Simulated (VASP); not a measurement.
# CaPtC4N4 (Cmmm) in VASP: a series of runs, part 2 of 2

VASP 6.6.1.

## 4. Single point, PBE

This run uses another cell than the first one, of 24.68 Å³/atom.

The input, INCAR:

```
SYSTEM = CaPtC4N4
PREC = Accurate
ENCUT = 520
EDIFF = 1E-6
ISMEAR = 0
SIGMA = 0.02
LREAL = .False.
LASPH = .True.
NELM = 80
ALGO = Normal
ISIF = 2
LWAVE = .False.
LCHARG = .True.
GGA = PE
LELF = .True.
LVHAR = .True.
NBANDS = 39
```

The input, KPOINTS:

```
regular mesh
0
Gamma
  4 4 4
  0 0 0
```

The input, POSCAR:

```
CaPtC4N4
1.0
    3.8884553401     -4.0604610553      0.0000000000
    3.8884553401      4.0604610553      0.0000000000
    0.0000000000      0.0000000000      7.8161020681
Ca Pt C N
1 1 4 4
Direct
    0.0000000000      0.0000000000      0.0000000000
    0.5000000000      0.5000000000      0.5000000000
    0.2254248147      0.7745751853      0.7797785343
    0.7745751853      0.2254248147      0.2202214657
    0.2254248147      0.7745751853      0.2202214657
    0.7745751853      0.2254248147      0.7797785343
    0.3295705062      0.6704294938      0.6766026083
    0.6704294938      0.3295705062      0.3233973917
    0.3295705062      0.6704294938      0.3233973917
    0.6704294938      0.3295705062      0.6766026083
```

Potentials or basis: VASP PAW PBE potentials, release 64 (Ca_sv, Pt, C, N).

Run with:

```bash
cat potpaw_PBE.64/Ca_sv/POTCAR potpaw_PBE.64/Pt/POTCAR potpaw_PBE.64/C/POTCAR potpaw_PBE.64/N/POTCAR > POTCAR
mpirun -np 1 vasp_std > vasp.out
```

OUTCAR:

```text
SYSTEM = CaPtC4N4
   PREC = Accurate
   ENCUT = 520
   EDIFF = 1E-6
   ISMEAR = 0
   LREAL = .False.
   LASPH = .True.
   NELM = 80
   ISIF = 2
   GGA = PE

 ion  position               nearest neighbor table
   1  0.000  0.000  0.000-   3 2.51   4 2.51   5 2.51   6 2.51
   2  0.500  0.500  0.500-   7 1.95   8 1.95   9 1.95  10 1.95
   3  0.225  0.775  0.780-   7 1.17   1 2.51
   4  0.775  0.225  0.220-   8 1.17   1 2.51
   5  0.225  0.775  0.220-   9 1.17   1 2.51
   6  0.775  0.225  0.780-  10 1.17   1 2.51
   7  0.330  0.670  0.677-   3 1.17   2 1.95
   8  0.670  0.330  0.323-   4 1.17   2 1.95
   9  0.330  0.670  0.323-   5 1.17   2 1.95
  10  0.670  0.330  0.677-   6 1.17   2 1.95

  LATTYP: Found a base centered orthorhombic cell.
 ALAT       =     7.7769106802
 B/A-ratio  =     1.0442349725
 C/A-ratio  =     1.0050394545

  Lattice vectors:

 A1 = (   3.8884553401,  -4.0604610553,   0.0000000000)
 A2 = (   3.8884553401,   4.0604610553,   0.0000000000)
 A3 = (   0.0000000000,   0.0000000000,   7.8161020681)

Analysis of symmetry for initial positions (statically):
=====================================================================
 Subroutine PRICEL returns:
 Original cell was already a primitive cell.

 Routine SETGRP: Setting up the symmetry group for a
 base centered orthorhombic supercell.

 Subroutine GETGRP returns: Found  8 space group operations
 (whereof  8 operations were pure point group operations)
 out of a pool of  8 trial point group operations.

The static configuration has the point symmetry D_2h.

Analysis of symmetry for dynamics (positions and initial velocities):
=====================================================================
 Subroutine PRICEL returns:
 Original cell was already a primitive cell.

 Routine SETGRP: Setting up the symmetry group for a
 base centered orthorhombic supercell.

 Subroutine GETGRP returns: Found  8 space group operations
 (whereof  8 operations were pure point group operations)
[... 141 lines left out ...]
   AEXX    =    0.0000 exact exchange contribution
   IVDW    =     0    specifies the selected vdW correction
   LEPSILON=     F    determine dielectric tensor
   LRPA    =     F    only Hartree local field effects (RPA)
 non-spin polarized calculation
 Gauss-broadening in eV      SIGMA  =   0.02
  energy-cutoff  :      520.00
  volume of cell :      246.82
 maximum number of plane-waves:      6673
 NGX is ok and might be reduce to    42
   NGX = 21   NGY = 21   NGZ = 29

 number of electron      56.0000002 magnetization

 Free energy of the ion-electron system (eV)
  ---------------------------------------------------
  ext. energy  EPLUGINS =         0.00000000
  ---------------------------------------------------
  free energy    TOTEN  =       -76.31658363 eV

  energy without entropy =      -76.31658363  energy(sigma->0) =      -76.31658363

 E-fermi :  -2.1658     XC(G=0):  -6.6378

 val. band max:       -2.2838497510   @ k =   0.5000   0.5000   0.5000
 cond. band min:       1.5483977630   @ k =   0.5000   0.0000   0.0000
 fundamental gap:      3.8322475140
 Fermi energy:        -2.1657742100

 k-point     1 :       0.0000    0.0000    0.0000
  band No.  band energies     occupation
      1     -41.4708      2.00000
      2     -22.6814      2.00000
      3     -22.3894      2.00000
      4     -22.3711      2.00000
      5     -18.9348      2.00000
      6     -18.6787      2.00000
[... 871 lines left out ...]
     38       4.1625      0.00000
     39       4.5277      0.00000

------------------------ aborting loop because EDIFF is reached ----------------------------------------

  FORCE on cell =-STRESS in cart. coord.  units (eV):
  Direction    XX          YY          ZZ          XY          YZ          ZX
  --------------------------------------------------------------------------------------
  -------------------------------------------------------------------------------------
  Total       -0.0692751      0.8007238      0.7123672      0.0000000      0.0000000      0.0000000
  in kB       -0.4496920      5.1978128      4.6242551      0.0000000      0.0000000      0.0000000
  external PRESSURE =       3.1241253 kB  Pullay stress =       0.0000000 kB

 VOLUME and BASIS-vectors are now :
 -----------------------------------------------------------------------------
  energy-cutoff  :      520.00
  volume of cell :      246.82
      direct lattice vectors                 reciprocal lattice vectors
     3.888455340 -4.060461055  0.000000000     0.128585764 -0.123138726  0.000000000
     3.888455340  4.060461055  0.000000000     0.128585764  0.123138726  0.000000000
     0.000000000  0.000000000  7.816102068     0.000000000  0.000000000  0.127941011

 POSITION                                       TOTAL-FORCE (eV/Angst)
 -----------------------------------------------------------------------------------
      0.00000      0.00000      0.00000         0.000000      0.000000      0.000000
      3.88846      0.00000      3.90805         0.000000      0.000000      0.000000
      3.88846      2.22980      6.09483         0.000000      0.259673      0.246896
      3.88846     -2.22980      1.72127         0.000000     -0.259673     -0.246896
      3.88846      2.22980      1.72127         0.000000      0.259673     -0.246896
      3.88846     -2.22980      6.09483         0.000000     -0.259673      0.246896
      3.88846      1.38404      5.28840         0.000000     -0.278785     -0.264177
      3.88846     -1.38404      2.52771         0.000000      0.278785      0.264177
      3.88846      1.38404      2.52771         0.000000     -0.278785      0.264177
      3.88846     -1.38404      5.28840         0.000000      0.278785     -0.264177
 -----------------------------------------------------------------------------------
    total drift:                                0.000000      0.000000     -0.000000

  FREE ENERGIE OF THE ION-ELECTRON SYSTEM (eV)
  ---------------------------------------------------
  free  energy   TOTEN  =       -76.3165836267 eV

  energy  without entropy=      -76.3165836267  energy(sigma->0) =      -76.31658363
```

Run time: 2.2 min. Hardware: 1 thread of Intel Xeon 6975P-C (Granite Rapids), shared host; peak memory 0.44 GiB.

Results:

| Item | Value |
| --- | --- |
| Free energy | -76.3166 eV |
| Pressure | 0.3 GPa |
| Largest force | 0.384 eV/Å |
| Band gap on the k mesh | 3.83 eV (least direct gap 3.89 eV) |

Forces in eV/Å, atoms in the order of the input:
```
Ca   0.000  0.000  0.000
Pt   0.000  0.000  0.000
C    0.000  0.260  0.247
C    0.000 -0.260 -0.247
C    0.000  0.260 -0.247
C    0.000 -0.260  0.247
N    0.000 -0.279 -0.264
N    0.000  0.279  0.264
N    0.000 -0.279  0.264
N    0.000  0.279 -0.264
```

Stress tensor (GPa, compression positive):
```
-0.04  0.00  0.00
 0.00  0.52  0.00
 0.00  0.00  0.46
```

Levels at points of the mesh, in eV from the valence-band top:
| k point | band 24 | band 25 | band 26 | band 27 | band 28 | band 29 | band 30 | band 31 | band 32 | band 33 |
| --- | --- | --- | --- | --- | --- | --- | --- | --- | --- | --- |
| (0.00, 0.00, 0.00) | -1.60 | -0.51 | -0.25 | -0.17 | -0.05 | 4.34 | 4.39 | 4.50 | 4.77 | 4.80 |
| (0.50, 0.00, 0.00) | -1.69 | -0.32 | -0.20 | -0.10 | -0.05 | 3.83 | 4.30 | 4.68 | 4.81 | 5.10 |
| (0.50, 0.50, 0.00) | -1.47 | -0.50 | -0.22 | -0.06 | -0.04 | 4.06 | 4.53 | 4.74 | 4.94 | 5.16 |
| (0.00, 0.00, 0.50) | -1.61 | -0.32 | -0.17 | -0.12 | -0.06 | 3.98 | 4.05 | 4.24 | 4.80 | 4.86 |
| (0.50, 0.00, 0.50) | -1.37 | -0.21 | -0.17 | -0.16 | -0.05 | 4.39 | 4.63 | 4.78 | 4.85 | 4.90 |
| (0.50, 0.50, 0.50) | -1.74 | -0.26 | -0.25 | -0.05 | 0.00 | 4.17 | 4.29 | 4.80 | 4.89 | 4.95 |

Caveat: spin-orbit coupling is left out, which moves the levels of the heavy elements.

## 5. Relaxation of cell and atoms, PBE

The input, INCAR:

```
SYSTEM = CaPtC4N4
PREC = Accurate ; ENCUT = 600
EDIFF = 1E-6 ; ISMEAR = 0
SIGMA = 0.1 ; LREAL = .FALSE.
LASPH = .TRUE. ; NELM = 100
ALGO = Normal ; ISIF = 3
LWAVE = .FALSE. ; LCHARG = .FALSE.
GGA = PE ; IBRION = 2
NSW = 90 ; EDIFFG = -0.04
```

The input, KPOINTS:

```
Automatic mesh
0
G
  4 4 4
  0 0 0
```

The input, POSCAR:

```
CaPtC4N4
1.0
    3.4125793900     -3.7359986800      0.0000000000
    3.4125793900      3.7359986800      0.0000000000
    0.0000000000      0.0000000000      7.4719973600
Ca Pt C N
1 1 4 4
Direct
    0.0000000000      0.0000000000      0.0000000000
    0.5000000000      0.5000000000      0.5000000000
    0.1992997100      0.8007002900      0.8007002900
    0.8007002900      0.1992997100      0.1992997100
    0.1992997100      0.8007002900      0.1992997100
    0.8007002900      0.1992997100      0.8007002900
    0.3100217700      0.6899782300      0.6899782300
    0.6899782300      0.3100217700      0.3100217700
    0.3100217700      0.6899782300      0.3100217700
    0.6899782300      0.3100217700      0.6899782300
```

Run with:

```bash
cat potpaw_PBE.64/Ca_sv/POTCAR potpaw_PBE.64/Pt/POTCAR potpaw_PBE.64/C/POTCAR potpaw_PBE.64/N/POTCAR > POTCAR
mpirun -np 1 vasp_std > vasp.out
```

It took 36 min on 1 thread of Intel Xeon 6975P-C (Granite Rapids), shared host; peak memory 0.44 GiB.

It converged, with:

- Free energy: -76.2942 eV
- Relaxed volume: 23.74 Å³/atom
- Relaxed cell: a = 5.523 Å, b = 5.523 Å, c = 7.809 Å, α = 90.00°, β = 90.00°, γ = 94.77°
- Space group after relaxing (to 0.1 Å): Cmmm (No. 65)
- Energy gained by relaxing: 310.3 meV/atom
- Ionic steps: 45
- Pressure after relaxing: 0.1 GPa
- Largest force after relaxing: 0.018 eV/Å
- Band gap on the k mesh: 3.75 eV (least direct gap 3.83 eV)

Forces on the atoms (eV/Å):
```
Ca   0.000  0.000  0.000
Pt   0.000  0.000  0.000
C    0.000  0.001 -0.018
C    0.000 -0.001  0.018
C    0.000  0.001  0.018
C    0.000 -0.001 -0.018
N    0.000  0.005 -0.009
N    0.000 -0.005  0.009
N    0.000  0.005  0.009
N    0.000 -0.005 -0.009
```

The path:
```csv
step,energy change (eV),largest force (eV/Å),pressure (GPa),volume (Å³)
1,0.0000,4.1042,9.37,190.53
3,-2.0737,6.2515,3.86,213.92
5,-2.5797,1.4466,-3.16,221.37
7,-2.7341,1.1288,-2.48,220.58
9,-3.0416,0.3223,0.77,217.97
11,-3.0422,0.6236,1.14,218.83
13,-3.0505,0.1671,0.55,219.54
15,-3.0611,0.1262,-0.23,223.28
17,-3.0696,0.4453,-0.32,225.52
19,-3.0767,0.1224,0.29,226.89
21,-3.0775,0.2056,0.39,227.39
23,-3.0816,0.1561,0.33,229.61
25,-3.0875,0.2536,0.26,233.91
27,-3.0904,0.4216,0.17,236.31
29,-3.0914,0.1076,-0.76,241.35
31,-3.0941,0.1152,-0.35,239.02
33,-3.0970,0.2871,-0.28,238.25
35,-3.0988,0.1325,-0.01,237.81
37,-3.0991,0.1506,0.17,237.52
39,-3.1002,0.1093,0.18,237.35
41,-3.1010,0.1458,0.26,236.55
43,-3.1021,0.0528,0.23,236.99
45,-3.1026,0.0176,0.05,237.36
```

Final structure:
```
Ca Pt C N
1.0
     3.73944   -4.06416    0.00000
     3.73944    4.06416    0.00000
     0.00000    0.00000    7.80895
Ca Pt C N
1 1 4 4
Direct
  0.00000 0.00000 0.00000
  0.50000 0.50000 0.50000
  0.22634 0.77366 0.78110
  0.77366 0.22634 0.21890
  0.22634 0.77366 0.21890
  0.77366 0.22634 0.78110
  0.33032 0.66968 0.67714
  0.66968 0.33032 0.32286
  0.33032 0.66968 0.32286
  0.66968 0.33032 0.67714
```

Levels at points of the mesh, in eV from the valence-band top:
```csv
k point,band 25,band 26,band 27,band 28,band 29,band 30,band 31,band 32
"(0.00, 0.00, 0.00)",-0.55,-0.30,-0.20,-0.05,4.32,4.34,4.43,4.75
"(0.50, 0.00, 0.00)",-0.36,-0.24,-0.13,-0.07,3.75,4.29,4.65,4.79
"(0.50, 0.50, 0.00)",-0.54,-0.27,-0.09,-0.04,4.00,4.50,4.71,4.93
"(0.00, 0.00, 0.50)",-0.36,-0.22,-0.14,-0.06,3.91,4.02,4.17,4.81
"(0.50, 0.00, 0.50)",-0.25,-0.20,-0.19,-0.07,4.33,4.61,4.74,4.83
"(0.50, 0.50, 0.50)",-0.31,-0.28,-0.07,0.00,4.13,4.26,4.77,4.88
```

Caveat: the volume moved by over 15 % at a fixed basis, so the end points are rough; spin-orbit coupling is left out, which moves the levels of the heavy elements.

## 6. The runs side by side

| task | cell | cutoff (eV) | smearing | gap on the mesh (eV) | pressure (GPa) | largest force (eV/Å) |
| --- | --- | --- | --- | --- | --- | --- |
| single point | a = 5.060, b = 5.060, c = 7.472 Å, angles 90.0, 90.0, 95.2°, 10 atoms, atomic positions A | 520 | gaussian 0.1 eV | 3.40 | 9.5 | 4.08 |
| single point | a = 5.487, b = 5.487, c = 7.840 Å, angles 90.0, 90.0, 95.4°, 10 atoms, atomic positions B | 520 | gaussian 0.1 eV | 3.75 | 0.3 | 0.38 |
| single point | a = 5.622, b = 5.622, c = 7.816 Å, angles 90.0, 90.0, 92.5°, 10 atoms, atomic positions B | 520 | gaussian 0.02 eV | 3.83 | 0.3 | 0.38 |
| relaxation of cell and atoms | relaxed from a = 5.060, b = 5.060, c = 7.472 Å, angles 90.0, 90.0, 95.2°, 10 atoms, atomic positions A | 600 | gaussian 0.1 eV | 3.75 | 0.1 | 0.02 |

Alike in all rows: level PBE; potentials or basis VASP PAW PBE potentials, release 64 (Ca_sv, Pt, C, N); no spin polarisation; k mesh 4 × 4 × 4.

Caveats: spin-orbit coupling is left out, which moves the levels of the heavy elements; the cell stands under pressure (at least some runs); forces of over 1 eV/Å act on the atoms, so gaps and moduli don't describe the material at rest (at least some runs); the volume moved by over 15 % at a fixed basis, so the end points are rough (at least some runs).

Total energies depend on the potentials used, so only differences within one code and one set of settings carry meaning.
